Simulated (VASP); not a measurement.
Set up this calculation in VASP 6.6.1, as the native input.

```yaml
Task: single point
Functional: PBE
Potentials_or_basis: VASP PAW PBE potentials, release 64 (Si, C)
Cutoff: 600 eV
k_mesh: 15 × 15 × 8
Occupations: gaussian, width 0.02 eV
Spin: no spin polarisation
Dipole_correction: no
Further_INCAR_settings: ALGO = Normal; EDIFF = 1e-06; NBANDS = 16
```

The structure of SiC lies in POSCAR:

```
SiC
1.0
    2.9064203243      0.0000000000      0.0000000000
   -1.4532101621      2.5170338349      0.0000000000
    0.0000000000      0.0000000000      5.1412506122
Si C
2 2
Direct
    0.3333333333      0.6666666667      0.5044832449
    0.6666666667      0.3333333333      1.0044832449
    0.3333333333      0.6666666667      0.8705167551
    0.6666666667      0.3333333333      0.3705167551
```

One way to write it, as run:

INCAR

```
SYSTEM = SiC
ALGO     = Normal         ! electronic algorithm
EDIFF    = 1E-6           ! SCF threshold, eV
ENCUT    = 600            ! plane-wave cutoff, eV
GGA      = PE             ! functional
GGA_COMPAT= .False.      
ISIF     = 2              ! what is computed and relaxed
ISMEAR   = 0              ! smearing method
LASPH    = .True.         ! aspherical terms in the spheres
LCHARG   = .False.        ! write CHGCAR
LREAL    = .False.        ! projectors in reciprocal space
LWAVE    = .False.        ! write WAVECAR
NBANDS   = 16             ! bands
NELM     = 120            ! most SCF steps
PREC     = Accurate       ! precision mode
SIGMA    = 0.02           ! smearing width, eV
```

KPOINTS

```
k-points
0
Gamma
  15 15 8
  0 0 0
```

Potentials or basis: VASP PAW PBE potentials, release 64 (Si, C).

Command:

```sh
$ cat potpaw_PBE.64/Si/POTCAR potpaw_PBE.64/C/POTCAR > POTCAR
$ mpirun -np 1 vasp_std > vasp.out
```

Results of the run:

* Pressure: 29.5 GPa
* Band gap on the k mesh: 1.34 eV (least direct gap 4.33 eV)

Caveat: the stress differs along the axes, from -0 to 44 GPa.

Wall time 100 s on 1 thread of AMD EPYC 7R13 (shared host), peak memory 0.22 GiB.
